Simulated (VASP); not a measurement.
Wanted: the native input for a VASP 6.6.1 run.

- Task: single point
- Functional: PBE
- Potentials or basis: VASP PAW PBE potentials, release 64 (Co, Ge_d, F)
- Cutoff: 520 eV
- k mesh: 10 × 10 × 10
- Occupations: gaussian, width 0.1 eV
- Spin: collinear spin, ferromagnetic start
- Starting moments: [2.39, 0.0, 0.26, 0.26, 0.26, 0.26] μB
- Dipole correction: no
- Further INCAR settings: ALGO = Normal; EDIFF = 1e-07; NBANDS = 38

The structure of CoGeF4 lies in POSCAR:

```
CoGeF4
1.0
    0.0000000000      3.2568219059      3.2568219059
    3.2568219059      0.0000000000      3.2568219059
    3.2568219059      3.2568219059      0.0000000000
Co Ge F
1 1 4
Direct
    0.0000000000      0.0000000000      0.0000000000
    0.7500000000      0.7500000000      0.7500000000
    0.3746190510      0.8761428471      0.3746190510
    0.3746190510      0.3746190510      0.8761428471
    0.3746190510      0.3746190510      0.3746190510
    0.8761428471      0.3746190510      0.3746190510
```

One way to write it, as run:

INCAR

```
SYSTEM = CoGeF4
ALGO = Normal ; EDIFF = 1E-7
ENCUT = 520 ; GGA = PE
ISIF = 2 ; ISMEAR = 0
ISPIN = 2 ; LASPH = .TRUE.
LCHARG = .FALSE. ; LMAXMIX = 4
LORBIT = 11 ; LREAL = .FALSE.
LWAVE = .FALSE. ; MAGMOM = 2.39 0 0.26 0.26 0.26 0.26
NBANDS = 38 ; NELM = 150
PREC = Accurate ; SIGMA = 0.1
```

KPOINTS

```
k-points
0
G
  10 10 10
  0 0 0
```

Potentials or basis: VASP PAW PBE potentials, release 64 (Co, Ge_d, F).

Run with:

```console
$ cat potpaw_PBE.64/Co/POTCAR potpaw_PBE.64/Ge_d/POTCAR potpaw_PBE.64/F/POTCAR > POTCAR
$ mpirun -np 1 vasp_std > vasp.out
```

Results of the run:

- Pressure: -0.5 GPa
- Largest force: 0.014 eV/Å
- Net moment: 2.22 μB per cell
- Site moments: Co +2.21; Ge -0.05; F +0.02 μB
- Valence electrons inside the program's atomic spheres: Co 7.46; Ge 11.84; F 5.98

Caveat: a cell with one magnetic atom can't hold antiferromagnetic order, which such compounds often take.

Wall time 8.6 min on 1 thread of Intel(R) Xeon(R) Platinum 8259CL CPU @ 2.50GHz (Skylake/Cascade Lake), on a shared host, peak memory 0.37 GiB.
